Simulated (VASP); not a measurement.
# BaGe2O3 (P3m1) in VASP: a series of runs

The runs below take BaGe2O3 through single point, relaxation of cell and atoms, with r2SCAN+rVV10, PBEsol.

Everything below comes from runs of VASP 6.6.1. Logs are shortened: lines on timing, memory, paths and dates and some standing lists are left out, and cuts for length are marked.

## (1) The cell of the first run

The structure is trigonal, space group P3m1 (No. 156). The conventional cell has a = 4.073 Å, b = 4.073 Å, c = 7.232 Å, α = 90.00°, β = 90.00°, γ = 120.00°. Ba (site symmetry 3m) has 4 O at 2.51 to 2.56 Å within 3.3 Å. Within 2.4 Å of Ge (site symmetry 3m) lie 4 O at 1.83 to 2.35 Å. Within 2.4 Å of Ge (site symmetry 3m) lie 4 O at 1.80 to 2.35 Å. O (site symmetry 3m) has 4 Ge at 1.83 to 2.35 Å within 2.4 Å. Within 2.4 Å of O (site symmetry 3m) lie 1 Ge at 1.80 Å. O (site symmetry 3m) has 6 Ge at 2.35 to 3.03 Å and 1 Ba at 2.51 Å and 3 O at 3.00 Å within 3.1 Å.

## (2) Single point, r2SCAN+rVV10

Contents of POSCAR:

```
BaGe2O3
1.0
    4.0726541964     -0.0000000033      0.0000000000
   -2.0363270953      3.5270219966      0.0000000000
    0.0000000000      0.0000000000      7.2317048261
Ba Ge O
1 2 3
Direct
    0.3333333333      0.6666666667      0.6621663008
    0.0000000000      0.0000000000      1.0147216131
    0.6666666667      0.3333333333      0.2740396471
    0.0000000000      0.0000000000      0.2673116098
    0.6666666667      0.3333333333      0.5223417315
    0.3333333333      0.6666666667      1.0094190976
```

Contents of INCAR.step1:

```
SYSTEM = BaGe2O3
PREC = Accurate
ENCUT = 520
ISMEAR = -1
SIGMA = 0.03
LREAL = .False.
LASPH = .True.
NELM = 60
NBANDS = 37
GGA = PE
ALGO = Normal
EDIFF = 1E-4
LWAVE = .True.
LCHARG = .False.
```

Contents of INCAR.step2:

```
SYSTEM = BaGe2O3
PREC = Accurate
ENCUT = 520
EDIFF = 1E-6
ISMEAR = -1
SIGMA = 0.03
LREAL = .False.
LASPH = .True.
NELM = 60
ALGO = Normal
ISIF = 2
LWAVE = .False.
LCHARG = .True.
METAGGA = R2SCAN
LMIXTAU = .True.
LUSE_VDW = .True.
IVDW_NL = 2
BPARAM = 11.95
CPARAM = 0.0093
LELF = .True.
LVHAR = .True.
NBANDS = 37
ISTART = 1
```

Contents of KPOINTS:

```
Automatic mesh
0
Gamma
  6 6 4
  0 0 0
```

Potentials or basis: VASP PAW PBE potentials, release 64 (Ba_sv, Ge_d, O).

Run with:

```
$ cat potpaw_PBE.64/Ba_sv/POTCAR potpaw_PBE.64/Ge_d/POTCAR potpaw_PBE.64/O/POTCAR > POTCAR
$ cp INCAR.step1 INCAR
$ mpirun -np 1 vasp_std > vasp.out
$ cp INCAR.step2 INCAR
$ mpirun -np 1 vasp_std > vasp.out
```

OUTCAR:

```text
SYSTEM = BaGe2O3
   PREC = Accurate
   ENCUT = 520
   EDIFF = 1E-6
   ISMEAR = -1
   LREAL = .False.
   LASPH = .True.
   NELM = 60
   ISIF = 2
   METAGGA = R2SCAN
   IVDW_NL = 2
   BPARAM = 11.95
   ISTART = 1

 ion  position               nearest neighbor table
   1  0.333  0.667  0.662-   6 2.51   5 2.56   5 2.56   5 2.56   2 3.47   2 3.47   2 3.47   3 3.66
                             3 3.66   3 3.66
   2  0.000  0.000  0.015-   4 1.83   6 2.35   6 2.35   6 2.35   1 3.47   1 3.47   1 3.47
   3  0.667  0.333  0.274-   5 1.80   4 2.35   4 2.35   4 2.35   1 3.66   1 3.66   1 3.66
   4  0.000  0.000  0.267-   2 1.83   3 2.35   3 2.35   3 2.35
   5  0.667  0.333  0.522-   3 1.80   1 2.56   1 2.56   1 2.56
   6  0.333  0.667  0.009-   2 2.35   2 2.35   2 2.35   1 2.51

  LATTYP: Found a hexagonal cell.
 ALAT       =     4.0726541964
 C/A-ratio  =     1.7756736706

  Lattice vectors:

 A1 = (   4.0726541964,  -0.0000000033,   0.0000000000)
 A2 = (  -2.0363270953,   3.5270219966,   0.0000000000)
 A3 = (   0.0000000000,   0.0000000000,   7.2317048261)

Analysis of symmetry for initial positions (statically):
=====================================================================
 Subroutine PRICEL returns:
 Original cell was already a primitive cell.

 Routine SETGRP: Setting up the symmetry group for a
 hexagonal supercell.

 Subroutine GETGRP returns: Found  6 space group operations
 (whereof  6 operations were pure point group operations)
 out of a pool of 24 trial point group operations.

The static configuration has the point symmetry C_3v.

Analysis of symmetry for dynamics (positions and initial velocities):
=====================================================================
 Subroutine PRICEL returns:
 Original cell was already a primitive cell.

 Routine SETGRP: Setting up the symmetry group for a
 hexagonal supercell.

 Subroutine GETGRP returns: Found  6 space group operations
 (whereof  6 operations were pure point group operations)
 out of a pool of 24 trial point group operations.

The dynamic configuration has the point symmetry C_3v.

 Subroutine INISYM returns: Found  6 space group operations
 (whereof  6 operations are pure point group operations),
 and found     1 'primitive' translations

----------------------------------------------------------------------------------------

                                     Primitive cell

  volume of cell :     103.8787

  direct lattice vectors                    reciprocal lattice vectors
     4.072654196 -0.000000003  0.000000000     0.245540120  0.141762654  0.000000000
    -2.036327095  3.527021997  0.000000000     0.000000000  0.283525309  0.000000000
     0.000000000  0.000000000  7.231704826     0.000000000  0.000000000  0.138279980

  length of vectors
     4.072654196  4.072654196  7.231704826     0.283525309  0.283525309  0.138279980

  position of ions in fractional coordinates (direct lattice)
     0.333333333  0.666666667  0.662166301
     0.000000000  0.000000000  0.014721613
     0.666666667  0.333333333  0.274039647
     0.000000000  0.000000000  0.267311610
     0.666666667  0.333333333  0.522341731
     0.333333333  0.666666667  0.009419098

  ion indices of the primitive-cell ions
   primitive index   ion index
                 1           1
                 2           2
                 3           3
                 4           4
                 5           5
                 6           6

----------------------------------------------------------------------------------------

 KPOINTS: Automatic mesh

Automatic generation of k-mesh.
 Grid dimensions read from file:
 generate k-points for:    6    6    4

 Generating k-lattice:

  Cartesian coordinates                     Fractional coordinates (reciprocal lattice)
     0.040923353  0.023627109  0.000000000     0.166666667 -0.000000000  0.000000000
     0.000000000  0.047254218  0.000000000     0.000000000  0.166666667  0.000000000
     0.000000000  0.000000000  0.034569995     0.000000000  0.000000000  0.250000000

  Length of vectors
     0.047254218  0.047254218  0.034569995

  Shift w.r.t. Gamma in fractional coordinates (k-lattice)
     0.000000000  0.000000000  0.000000000

 Subroutine IBZKPT returns following result:
 ===========================================

 Found     24 irreducible k-points:

 Following reciprocal coordinates:
            Coordinates               Weight
  0.000000  0.000000  0.000000      1.000000
  0.166667  0.000000  0.000000      6.000000
  0.333333  0.000000  0.000000      6.000000
  0.500000  0.000000  0.000000      3.000000
  0.166667  0.166667  0.000000      6.000000
  0.333333  0.166667  0.000000     12.000000
[... 16 lines left out ...]
  0.333333  0.166667  0.500000     12.000000
  0.333333  0.333333  0.500000      2.000000
   k-points           NKPTS =     24   k-points in BZ     NKDIM =     24   number of bands    NBANDS=     37
[... 32 lines left out ...]
   ISMEAR =    -1;   SIGMA  =   0.03  broadening in eV -4-tet -1-fermi 0-gaus
   EFERMI_NEDOS =   21; number of points for ismear=-14 and -15
   IALGO  =     38    algorithm
   IMIX   =      4    mixing-type and parameters
     AMIX     =   0.40;   BMIX     =  1.00
     AMIX_MAG =   1.60;   BMIX_MAG =  1.00
  volume/ion in A,a.u.               =      17.31       116.83
  Fermi-wavevector in a.u.,A,eV,Ry     =   1.332382  2.517837 24.153626  1.775241
  Thomas-Fermi vector in A             =   2.461321
   LORBIT       =      0    0 simple, 1 ext, 2 COOP (PROOUT), +10 PAW based schemes
   METAGGA = R2SCAN    functional components
   LHFCALC =     F    Hartree Fock is set to
   AEXX    =    0.0000 exact exchange contribution
   IVDW_NL    =     2    kernel type
   BPARAM     =11.9500
   IVDW    =     0    specifies the selected vdW correction
   LEPSILON=     F    determine dielectric tensor
   LRPA    =     F    only Hartree local field effects (RPA)
 non-spin polarized calculation
  energy-cutoff  :      520.00
  volume of cell :      103.88
 maximum number of plane-waves:      2829
   NGX = 15   NGY = 15   NGZ = 27

 number of electron      56.0000006 magnetization

 Free energy of the ion-electron system (eV)
  ---------------------------------------------------
  ext. energy  EPLUGINS =         0.00000000
  ---------------------------------------------------
  free energy    TOTEN  =       -79.14197861 eV

  energy without entropy =      -79.14197861  energy(sigma->0) =      -79.14197861

 E-fermi :   4.0345     XC(G=0): -10.6988

 val. band max:        3.3528488303   @ k =   0.5000   0.0000   0.0000
 cond. band min:       5.6908118264   @ k =   0.5000   0.0000   0.5000
 fundamental gap:      2.3379629961
 Fermi energy:         4.0345419716

 k-point     1 :       0.0000    0.0000    0.0000
  band No.  band energies     occupation
      1     -24.2316      2.00000
      2     -21.6496      2.00000
      3     -21.6376      2.00000
      4     -21.6375      2.00000
      5     -21.5091      2.00000
      6     -21.5091      2.00000
[... 29 lines left out ...]
     36       9.8637      0.00000
     37      10.2243      0.00000

 k-point     2 :       0.1667    0.0000    0.0000
  band No.  band energies     occupation
      1     -24.1932      2.00000
      2     -21.6495      2.00000
      3     -21.6389      2.00000
      4     -21.6360      2.00000
      5     -21.5083      2.00000
      6     -21.5074      2.00000
[... 29 lines left out ...]
     36      10.0512      0.00000
     37      10.1835      0.00000

 k-point     3 :       0.3333    0.0000    0.0000
  band No.  band energies     occupation
      1     -24.1144      2.00000
      2     -21.6508      2.00000
      3     -21.6398      2.00000
      4     -21.6329      2.00000
      5     -21.5066      2.00000
      6     -21.5039      2.00000
[... 29 lines left out ...]
     36      10.5909      0.00000
     37      10.9110      0.00000
[... 761 lines left out ...]
 k-point    23 :       0.3333    0.1667    0.5000
  band No.  band energies     occupation
      1     -24.0739      2.00000
      2     -21.6498      2.00000
      3     -21.6412      2.00000
      4     -21.6319      2.00000
      5     -21.5060      2.00000
      6     -21.5021      2.00000
[... 29 lines left out ...]
     36      10.6138      0.00000
     37      11.4112      0.00000

 k-point    24 :       0.3333    0.3333    0.5000
  band No.  band energies     occupation
      1     -24.0535      2.00000
      2     -21.6472      2.00000
      3     -21.6433      2.00000
      4     -21.6322      2.00000
      5     -21.5057      2.00000
      6     -21.5011      2.00000
[... 29 lines left out ...]
     36      11.0090      0.00000
     37      11.1457      0.00000

------------------------ aborting loop because EDIFF is reached ----------------------------------------

  FORCE on cell =-STRESS in cart. coord.  units (eV):
  Direction    XX          YY          ZZ          XY          YZ          ZX
  --------------------------------------------------------------------------------------
  -------------------------------------------------------------------------------------
  Total        0.4709952      0.4709952      1.2717759      0.0000000     -0.0000000     -0.0000000
  in kB        7.2644150      7.2644150     19.6152913      0.0000000     -0.0000000     -0.0000000
  external PRESSURE =      11.3813737 kB  Pullay stress =       0.0000000 kB

 VOLUME and BASIS-vectors are now :
 -----------------------------------------------------------------------------
  energy-cutoff  :      520.00
  volume of cell :      103.88
      direct lattice vectors                 reciprocal lattice vectors
     4.072654196 -0.000000003  0.000000000     0.245540120  0.141762654  0.000000000
    -2.036327095  3.527021997  0.000000000     0.000000000  0.283525309  0.000000000
     0.000000000  0.000000000  7.231704826     0.000000000  0.000000000  0.138279980

 POSITION                                       TOTAL-FORCE (eV/Angst)
 -----------------------------------------------------------------------------------
      0.00000      2.35135      4.78859        -0.000000     -0.000000     -0.107691
      0.00000      0.00000      0.10646        -0.000000      0.000000     -0.100268
      2.03633      1.17567      1.98177         0.000000      0.000000     -0.145866
      0.00000      0.00000      1.93312        -0.000000     -0.000000      0.140258
      2.03633      1.17567      3.77742        -0.000000     -0.000000      0.008814
      0.00000      2.35135      0.06812        -0.000000     -0.000000      0.204752
 -----------------------------------------------------------------------------------
    total drift:                               -0.000026      0.000014     -0.012679

  FREE ENERGIE OF THE ION-ELECTRON SYSTEM (eV)
  ---------------------------------------------------
  free  energy   TOTEN  =       -79.1419786093 eV

  energy  without entropy=      -79.1419786093  energy(sigma->0) =      -79.14197861
```

Wall time 3.2 min (1 thread of AMD EPYC 9R45 (Zen 5), shared host); peak memory 0.42 GiB.

What came out:

```yaml
Free_energy: -79.1420 eV
Pressure: 1.1 GPa
Largest_force: 0.205 eV/Å
Band_gap_on_the_k_mesh: 2.34 eV
```

Forces on the atoms (eV/Å):
```
Ba   0.000  0.000 -0.108
Ge   0.000  0.000 -0.100
Ge   0.000  0.000 -0.146
O    0.000  0.000  0.140
O    0.000  0.000  0.009
O    0.000  0.000  0.205
```

Caveat: the PAW data sets were made with another functional, which shifts forces and pressure a little; spin-orbit coupling is left out, which moves the levels of the heavy elements. A k mesh can miss the band edges.

## (3) Single point, PBEsol

This run uses another cell than the first one, of 17.16 Å³/atom.

Contents of INCAR:

```
PREC = Accurate ; ENCUT = 520
EDIFF = 1E-6 ; ISMEAR = -1
SIGMA = 0.03 ; LREAL = F
LASPH = T ; NELM = 80
ALGO = Normal ; ISIF = 2
LWAVE = F ; LCHARG = F
GGA = PS ; NBANDS = 37
```

Contents of KPOINTS:

```
regular mesh
0
Gamma
  9 9 4
```

Contents of POSCAR:

```
BaGe2O3
1.0
    4.0269844181     -0.0000000033      0.0000000000
   -2.0134922062      3.4874708083      0.0000000000
    0.0000000000      0.0000000000      7.3322737803
Ba Ge O
1 2 3
Direct
    0.3333333333      0.6666666667      0.6635961999
    0.0000000000      0.0000000000      1.0136375991
    0.6666666667      0.3333333333      0.2756031952
    0.0000000000      0.0000000000      0.2665578280
    0.6666666667      0.3333333333      0.5250090738
    0.3333333333      0.6666666667      1.0055961039
```

Potentials or basis: VASP PAW PBE potentials, release 64 (Ba_sv, Ge_d, O).

Run with:

```
$ cat potpaw_PBE.64/Ba_sv/POTCAR potpaw_PBE.64/Ge_d/POTCAR potpaw_PBE.64/O/POTCAR > POTCAR
$ mpirun -np 1 vasp_std > vasp.out
```

Wall time 74 s (1 thread of AMD EPYC 9R45 (Zen 5), shared host); peak memory 0.28 GiB.

Results (log left out):

```
Free energy            : -36.1863 eV
Pressure               : 1.0 GPa
Largest force          : 0.193 eV/Å
Band gap on the k mesh : 1.97 eV (least direct gap 2.17 eV)
```

Forces on the atoms (eV/Å):
```
Ba   0.000  0.000 -0.082
Ge   0.000  0.000  0.018
Ge   0.000  0.000 -0.006
O    0.000  0.000  0.026
O    0.000  0.000 -0.149
O    0.000  0.000  0.193
```

Stress tensor (GPa, compression positive):
```
0.93 0.00 0.00
0.00 0.93 0.00
0.00 0.00 1.26
```

Levels at points of the mesh, in eV from the valence-band top:
| k point | band 26 | band 27 | band 28 | band 29 | band 30 | band 31 |
| --- | --- | --- | --- | --- | --- | --- |
| (0.00, 0.00, 0.00) | -2.74 | -2.74 | -0.74 | 2.64 | 3.26 | 3.26 |
| (0.00, 0.00, 0.50) | -2.53 | -2.53 | -1.11 | 2.64 | 2.92 | 2.92 |

Caveat: the PAW data sets were made with another functional, which shifts forces and pressure a little; spin-orbit coupling is left out, which moves the levels of the heavy elements.

## (4) Relaxation of cell and atoms, PBEsol

This run uses another cell than the first one, of 15.72 Å³/atom.

Contents of INCAR:

```
SYSTEM = BaGe2O3
ALGO = Normal ; EDIFF = 1E-6
EDIFFG = -0.01 ; ENCUT = 600
GGA = PS ; IBRION = 2
ISIF = 3 ; ISMEAR = -1
LASPH = .TRUE. ; LCHARG = .FALSE.
LREAL = .FALSE. ; LWAVE = .FALSE.
NELM = 100 ; NSW = 100
PREC = Accurate ; SIGMA = 0.03
```

Contents of KPOINTS:

```
k-points
0
G
  9 9 4
  0 0 0
```

Contents of POSCAR:

```
BaGe2O3
1.0
    3.5516929700      0.0000000000      0.0000000000
   -1.7758464800      3.0758563400      0.0000000000
    0.0000000000      0.0000000000      8.6314403600
Ba Ge O
1 2 3
Direct
    0.3333333300      0.6666666700      0.6641085800
    0.0000000000      0.0000000000      0.9968616400
    0.6666666700      0.3333333300      0.3376419600
    0.0000000000      0.0000000000      0.2503703200
    0.6666666700      0.3333333300      0.5920876800
    0.3333333300      0.6666666700      0.9089298200
```

Run with:

```
$ cat potpaw_PBE.64/Ba_sv/POTCAR potpaw_PBE.64/Ge_d/POTCAR potpaw_PBE.64/O/POTCAR > POTCAR
$ mpirun -np 1 vasp_std > vasp.out
```

Wall time 26 min (1 thread of AMD EPYC 9R45 (Zen 5), shared host); peak memory 0.31 GiB.

Results (log left out):

| Item | Value |
| --- | --- |
| Free energy | -36.1867 eV |
| Relaxed volume | 17.34 Å³/atom |
| Relaxed cell | a = 4.031 Å, b = 4.031 Å, c = 7.394 Å, α = 90.00°, β = 90.00°, γ = 120.00° |
| Space group after relaxing (to 0.1 Å) | P3m1 (No. 156) |
| Energy gained by relaxing | 877.3 meV/atom |
| Ionic steps | 30 |
| Pressure after relaxing | 0.0 GPa |
| Largest force after relaxing | 0.010 eV/Å |
| Band gap on the k mesh | 1.96 eV (least direct gap 2.14 eV) |

Forces on the atoms (eV/Å):
```
Ba   0.000  0.000 -0.009
Ge   0.000  0.000  0.006
Ge   0.000  0.000  0.001
O    0.000  0.000 -0.007
O    0.000  0.000  0.000
O    0.000  0.000  0.010
```

Step by step:
```tsv
step	energy change (eV)	largest force (eV/Å)	pressure (GPa)	volume (Å³)
1	0.0000	6.4157	31.56	94.29
2	-2.4102	0.9336	-10.08	143.16
3	-3.1223	2.0018	-2.27	122.77
4	-3.1222	2.0452	-1.97	122.15
5	-3.5325	1.5389	-2.12	120.11
6	-4.1659	3.4260	0.60	113.64
7	-4.1650	2.2524	-0.54	114.86
8	-4.4905	1.9321	-0.58	113.17
9	-4.9067	3.2642	2.66	107.91
10	-4.9238	1.7336	1.25	109.23
11	-4.9311	2.2182	1.66	108.76
12	-5.1570	0.6676	-2.25	109.09
13	-5.1601	0.6946	-2.74	109.13
14	-5.2323	0.3451	-0.94	105.65
15	-5.2398	0.3992	-0.13	104.21
16	-5.2485	0.2065	0.21	103.72
17	-5.2506	0.2736	0.61	103.22
18	-5.2561	0.1926	0.39	103.38
19	-5.2589	0.2115	0.02	103.62
20	-5.2621	0.0758	0.23	103.70
21	-5.2622	0.1154	0.20	103.72
22	-5.2631	0.0592	0.07	103.98
23	-5.2633	0.0302	-0.09	104.19
24	-5.2634	0.0299	0.01	104.11
25	-5.2634	0.0299	0.01	104.08
26	-5.2635	0.0298	0.09	104.03
27	-5.2635	0.0152	-0.04	104.04
28	-5.2635	0.0152	-0.03	104.05
29	-5.2635	0.0153	-0.04	104.05
30	-5.2635	0.0096	0.01	104.02
```

Final structure:
```xyz
6
Lattice="4.0306 0.0000 0.0000 -2.0153 3.4906 0.0000 0.0000 0.0000 7.3937" Properties=species:S:1:pos:R:3 pbc="T T T"
Ba    0.0000    2.3271    4.9093
Ge    0.0000    0.0000    0.1111
Ge    2.0153    1.1635    2.0332
O     0.0000    0.0000    1.9659
O     2.0153    1.1635    3.8623
O     0.0000    2.3271    0.0572
```

Levels at points of the mesh, in eV from the valence-band top:
| k point | band 24 | band 25 | band 26 | band 27 | band 28 | band 29 | band 30 | band 31 | band 32 | band 33 |
| --- | --- | --- | --- | --- | --- | --- | --- | --- | --- | --- |
| (0.00, 0.00, 0.00) | -3.19 | -3.01 | -2.71 | -2.71 | -0.73 | 2.51 | 3.27 | 3.27 | 3.81 | 3.81 |
| (0.00, 0.00, 0.50) | -3.44 | -2.66 | -2.52 | -2.52 | -1.09 | 2.51 | 2.92 | 2.92 | 4.82 | 4.89 |

Caveat: the PAW data sets were made with another functional, which shifts forces and pressure a little; spin-orbit coupling is left out, which moves the levels of the heavy elements. A k mesh can miss the band edges.

## (5) The runs side by side

```csv
task,level,cell,k mesh,cutoff (eV),gap on the mesh (eV),pressure (GPa),largest force (eV/Å)
single point,r2SCAN+rVV10,"a = 4.073, b = 4.073, c = 7.232 Å, angles 90.0, 90.0, 120.0°, 6 atoms, atomic positions A",6 × 6 × 4,520,2.34,1.1,0.20
single point,PBEsol,"a = 4.027, b = 4.027, c = 7.332 Å, angles 90.0, 90.0, 120.0°, 6 atoms, atomic positions B",9 × 9 × 4,520,1.97,1.0,0.19
relaxation of cell and atoms,PBEsol,"relaxed from a = 3.552, b = 3.552, c = 8.631 Å, angles 90.0, 90.0, 120.0°, 6 atoms, atomic positions C",9 × 9 × 4,600,1.96,0.0,0.01
```

Alike in all rows: potentials or basis VASP PAW PBE potentials, release 64 (Ba_sv, Ge_d, O); no spin polarisation; smearing fermi-dirac 0.03 eV.

Caveats: the PAW data sets were made with another functional, which shifts forces and pressure a little; spin-orbit coupling is left out, which moves the levels of the heavy elements.

Total energies depend on the potentials used, so only differences within one code and one set of settings carry meaning.
